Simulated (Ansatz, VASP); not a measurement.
**GaH2: VASP beside Ansatz**

```xyz
3
Lattice="3.0212 0.0000 0.0000 -1.5106 2.6164 0.0000 0.0000 0.0000 3.1719" Properties=species:S:1:pos:R:3 pbc="T T T"
Ga    0.0000    0.0000    0.0000
H     0.0000    1.7443    1.5860
H     1.5106    0.8721    1.5860
```

Alike in both runs: functional PBE; k mesh 18 × 18 × 14; occupations gaussian, width 0.1 eV; no spin polarisation.

Ansatz relaxed the structure, and its values are those at the end. VASP's run is a single point on that final structure, the one shown.

|  | VASP | Ansatz |
| --- | --- | --- |
| version | VASP 6.6.1 | Ansatz 0.2.0 |
| potentials or method | VASP PAW PBE potentials, release 64 (Ga_d, H), cutoff 520 eV | scalar-relativistic, plane waves, PAW |
| valence electrons in the cell | 15 | 15 |

|  | VASP | Ansatz | Ansatz less VASP |
| --- | --- | --- | --- |
| gap on the k mesh at the Fermi level (eV) | none | none | - |
| pressure (GPa) | 0.0 | 0.0 | +0.01 |

A gap of «none» marks a metal or a gap that the smearing closes.
